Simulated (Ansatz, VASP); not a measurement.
Two plane-wave programs on CaMg

Contents of INCAR:

```
PREC     = Accurate       # precision mode
ENCUT    = 520            # plane-wave cutoff, eV
EDIFF    = 1E-7           # SCF threshold, eV
ISMEAR   = 0              # smearing method
SIGMA    = 0.15           # smearing width, eV
LREAL    = F              # projectors in reciprocal space
LASPH    = T              # aspherical terms in the spheres
NELM     = 100            # most SCF steps
ALGO     = Fast           # electronic algorithm
ISIF     = 2              # what is computed and relaxed
LWAVE    = F              # write WAVECAR
LCHARG   = F              # write CHGCAR
NBANDS   = 13             # bands
```

Contents of KPOINTS:

```
Automatic mesh
0
Gamma
  14 14 14
```

POSCAR

```
CaMg
1.0
    3.6949523480      0.0000000000      0.0000000000
    0.0000000000      3.6949523480      0.0000000000
    0.0000000000      0.0000000000      4.8799235660
Ca Mg
1 1
Direct
    0.0000000000      0.0000000000      0.0000000000
    0.5000000000      0.5000000000      0.5000000000
```

Input for Ansatz:

```yaml
crystal:
  lattice:
    - [3.694952348, 0.0, 0.0]
    - [0.0, 3.694952348, 0.0]
    - [0.0, 0.0, 4.879923566]
  atoms:
    - { symbol: Ca, position: [0.0, 0.0, 0.0] }
    - { symbol: Mg, position: [0.5, 0.5, 0.5] }
basis:
  ecutwfc: 520.0
kpoints:
  mp_grid: { grid: [14, 14, 14] }
hamiltonian:
  xc: lda
scf:
  occupations: { method: gaussian, width: 0.15 }
output:
  forces: true
  stress: true
  eigenvalues: true
```

Alike in both runs: task single point; functional LDA; k mesh 14 × 14 × 14; occupations gaussian, width 0.15 eV; no spin polarisation.

```csv
,VASP,Ansatz
version,VASP 6.6.1,Ansatz 0.2.0
potentials or method,"VASP PAW LDA potentials, release 64 (Ca_sv, Mg), cutoff 520 eV","scalar-relativistic, plane waves, PAW"
valence electrons in the cell,12,20
```

```tsv
	VASP	Ansatz	Ansatz less VASP
gap on the k mesh at the Fermi level (eV)	none	none	-
pressure (GPa)	-3.3	-3.1	+0.20
traceless stress, the component that is largest in VASP (GPa)	-0.89	-0.83	+0.061
```

LDA's correlation is that of Perdew and Zunger in VASP and of Perdew and Wang (1992) in Ansatz. A gap of «none» marks a metal or a gap that the smearing closes. VASP's potentials hold 12 valence electrons a cell and Ansatz's 20, so a difference there can come from the potentials and not from the codes.
